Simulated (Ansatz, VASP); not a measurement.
Na2S in VASP and in Ansatz

INCAR

```
SYSTEM = Na2S
PREC = Accurate
ENCUT = 500
EDIFF = 1E-6
ISMEAR = 0
SIGMA = 0.05
LREAL = .FALSE.
LASPH = .TRUE.
NELM = 120
ALGO = Normal
ISIF = 2
LWAVE = .FALSE.
LCHARG = .TRUE.
GGA = PE
LELF = .TRUE.
LVHAR = .TRUE.
NBANDS = 17
GGA_COMPAT = .FALSE.
```

The input KPOINTS:

```
regular mesh
0
G
  6 6 6
  0 0 0
```

Contents of POSCAR:

```
Na2S
1.0
    0.0000000000      3.2629996103      3.2629996103
    3.2629996103      0.0000000000      3.2629996103
    3.2629996103      3.2629996103      0.0000000000
Na S
2 1
Direct
    0.2500000000      0.2500000000      0.2500000000
    0.7500000000      0.7500000000      0.7500000000
    0.0000000000      0.0000000000      0.0000000000
```

Input for Ansatz:

```yaml
crystal:
  lattice:
    - [0.0, 3.2629996103, 3.2629996103]
    - [3.2629996103, 0.0, 3.2629996103]
    - [3.2629996103, 3.2629996103, 0.0]
  atoms:
    - { symbol: Na, position: [0.25, 0.25, 0.25] }
    - { symbol: Na, position: [0.75, 0.75, 0.75] }
    - { symbol: S, position: [0.0, 0.0, 0.0] }
basis:
  ecutwfc: 420
  ecutrho_ratio: 4
kpoints:
  mp_grid: { grid: [6, 6, 6] }
hamiltonian:
  xc: pbe
scf:
  occupations: { method: gaussian, width: 0.05 }
output:
  forces: true
  stress: true
  eigenvalues: true
```

Alike in both runs: task single point; functional PBE; k mesh 6 × 6 × 6; occupations gaussian, width 0.05 eV; no spin polarisation.

```csv
,VASP,Ansatz
version,VASP 6.6.1,Ansatz 0.2.0
potentials or method,"VASP PAW PBE potentials, release 64 (Na_pv, S), cutoff 500 eV","scalar-relativistic, plane waves, PAW"
valence electrons in the cell,20,24
```

```csv
,VASP,Ansatz,Ansatz less VASP
gap on the k mesh at the Fermi level (eV),2.51,2.51,+0.002
least direct gap on the mesh (eV),2.51,2.51,+0.002
pressure (GPa),0.6,0.6,0.00
```

With one functional, cell and mesh, what is left measures potentials, basis and numerics. VASP's potentials hold 20 valence electrons a cell and Ansatz's 24, so a difference there can come from the potentials and not from the codes.
